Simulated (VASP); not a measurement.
Input of a VASP 6.6.1 run:

The input INCAR:

```
SYSTEM = TePb3Se2
ALGO     = Normal         ! electronic algorithm
EDIFF    = 1E-6           ! SCF threshold, eV
ENCUT    = 520            ! plane-wave cutoff, eV
GGA      = PE             ! functional
ISIF     = 2              ! what is computed and relaxed
ISMEAR   = 0              ! smearing method
LASPH    = .True.         ! aspherical terms in the spheres
LCHARG   = .False.        ! write CHGCAR
LREAL    = .False.        ! projectors in reciprocal space
LWAVE    = .False.        ! write WAVECAR
NBANDS   = 39             ! bands
NELM     = 80             ! most SCF steps
PREC     = Accurate       ! precision mode
SIGMA    = 0.02           ! smearing width, eV
```

Contents of KPOINTS:

```
k-points
0
Gamma
  12 12 4
  0 0 0
```

File POSCAR:

```
TePb3Se2
1.0
    4.4778502083      0.0000000000      0.0000000000
   -2.2389251041      3.8779320347      0.0000000000
    0.0000000000      0.0000000000     10.9713542748
Te Pb Se
1 3 2
Direct
    0.0000000000      0.0000000000      0.0000000000
    0.6666666667      0.3333333333      0.8191789802
    0.0000000000      0.0000000000      0.5000000000
    0.3333333333      0.6666666667      0.1808210198
    0.3333333333      0.6666666667      0.6602730978
    0.6666666667      0.3333333333      0.3397269022
```

Potentials or basis: VASP PAW PBE potentials, release 64 (Te, Pb_d, Se).

Launch:

```sh
$ cat potpaw_PBE.64/Te/POTCAR potpaw_PBE.64/Pb_d/POTCAR potpaw_PBE.64/Se/POTCAR > POTCAR
$ mpirun -np 1 vasp_std > vasp.out
```

Estimate the band gap on the k mesh.

0.57 eV (least direct gap 0.58 eV).

Predict the pressure.

0.0 GPa.

Caveat: spin-orbit coupling is left out, which moves the levels of the heavy elements. A k mesh can miss the band edges.
